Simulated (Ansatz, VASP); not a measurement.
## One calculation of Ru, two programs

Contents of INCAR:

```
  ALGO = Fast
  EDIFF = 1E-6
  ENCUT = 520
  GGA = PS
  ISIF = 2
  ISMEAR = 0
  LASPH = T
  LCHARG = F
  LREAL = F
  LWAVE = F
  NBANDS = 21
  NELM = 60
  PREC = Accurate
  SIGMA = 0.15
```

File KPOINTS:

```
k-points
0
Gamma
  24 24 12
```

POSCAR

```
Ru
1.0
    2.7057993342      0.0000000000      0.0000000000
   -1.3528996671      2.3432909610      0.0000000000
    0.0000000000      0.0000000000      4.2819000000
Ru
2
Direct
    0.2906583085      0.5813166170      0.2500000000
    0.6666666667      0.3333333333      0.7500000000
```

Input for Ansatz:

```yaml
crystal:
  lattice:
    - [2.7057993342, 0.0, 0.0]
    - [-1.3528996671, 2.343290961, 0.0]
    - [0.0, 0.0, 4.2819]
  atoms:
    - { symbol: Ru, position: [0.2906583085, 0.581316617, 0.25] }
    - { symbol: Ru, position: [0.6666666667, 0.3333333333, 0.75] }
basis:
  ecutwfc: 420
kpoints:
  mp_grid: { grid: [24, 24, 12] }
hamiltonian:
  xc: pbesol
scf:
  occupations: { method: gaussian, width: 0.15 }
output:
  forces: true
  stress: true
  eigenvalues: true
```

Alike in both runs: task single point; functional PBEsol; k mesh 24 × 24 × 12; occupations gaussian, width 0.15 eV; no spin polarisation.

|  | VASP | Ansatz |
| --- | --- | --- |
| version | VASP 6.6.1 | Ansatz 0.2.0 |
| potentials or method | VASP PAW PBE potentials, release 64 (Ru_pv), cutoff 520 eV | scalar-relativistic, plane waves, PAW |
| valence electrons in the cell | 28 | 32 |

```tsv
	VASP	Ansatz	Ansatz less VASP
gap on the k mesh at the Fermi level (eV)	none	none	-
pressure (GPa)	-4.5	-4.5	+0.06
traceless stress, the component that is largest in VASP (GPa)	-4.22	-4.18	+0.036
rms of the force components (eV/Å)	0.842	0.843	+0.0011
```

VASP's potentials were made for PBE, not for PBEsol. Atom by atom the forces differ by 0.001 eV/Å (rms over components). A gap of «none» marks a metal or a gap that the smearing closes. VASP's potentials hold 28 valence electrons a cell and Ansatz's 32, so a difference there can come from the potentials and not from the codes.
